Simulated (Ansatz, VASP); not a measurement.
One calculation of GaN, two programs

Contents of POSCAR:

```
GaN
1.0
    0.0000000000      2.2489367689      2.2826708204
    2.2489367689      0.0000000000      2.2826708204
    2.2489367689      2.2489367689      0.0000000000
Ga N
1 1
Direct
    0.0000000000      0.0000000000      0.0000000000
    0.7500000000      0.7500000000      0.7500000000
```

File INCAR.step1:

```
SYSTEM = GaN
ALGO = Normal
EDIFF = 1E-4
ENCUT = 520
GGA = PE
ISMEAR = 0
LASPH = .TRUE.
LCHARG = .FALSE.
LREAL = .FALSE.
LWAVE = .TRUE.
NBANDS = 16
NELM = 60
PREC = Accurate
SIGMA = 0.05
```

File INCAR.step2:

```
SYSTEM = GaN
ALGO = Normal
EDIFF = 1E-6
ENCUT = 520
ISIF = 2
ISMEAR = 0
ISTART = 1
LASPH = .TRUE.
LCHARG = .FALSE.
LMIXTAU = .TRUE.
LREAL = .FALSE.
LWAVE = .FALSE.
METAGGA = R2SCAN
NBANDS = 16
NELM = 60
PREC = Accurate
SIGMA = 0.05
```

File KPOINTS:

```
k-points
0
G
  10 10 10
  0 0 0
```

Input for Ansatz:

```yaml
crystal:
  lattice:
    - [0.0, 2.2489367689, 2.2826708204]
    - [2.2489367689, 0.0, 2.2826708204]
    - [2.2489367689, 2.2489367689, 0.0]
  atoms:
    - { symbol: Ga, position: [0.0, 0.0, 0.0] }
    - { symbol: "N", position: [0.75, 0.75, 0.75] }
basis:
  ecutwfc: 500
kpoints:
  mp_grid: { grid: [10, 10, 10] }
hamiltonian:
  xc: r2scan
scf:
  occupations: { method: gaussian, width: 0.05 }
output:
  forces: true
  stress: true
  eigenvalues: true
```

Change from the starting cell: strain +0.000 along x and y, +0.015 along z, atoms carried along.

Alike in both runs: task single point; functional r2SCAN; k mesh 10 × 10 × 10; occupations gaussian, width 0.05 eV; no spin polarisation.

```csv
,VASP,Ansatz
version,VASP 6.6.1,Ansatz 0.2.0
potentials or method,"VASP PAW PBE potentials, release 64 (Ga_d, N), cutoff 520 eV","scalar-relativistic, plane waves, PAW"
valence electrons in the cell,18,18
```

|  | VASP | Ansatz | Ansatz less VASP |
| --- | --- | --- | --- |
| gap on the k mesh at the Fermi level (eV) | 2.04 | 2.04 | +0.008 |
| least direct gap on the mesh (eV) | 2.04 | 2.04 | +0.008 |
| pressure (GPa) | -1.8 | -2.8 | -1.03 |
| traceless stress, the component that is largest in VASP (GPa) | -1.32 | -1.37 | -0.045 |

VASP's potentials were made for PBE, not for r2SCAN.
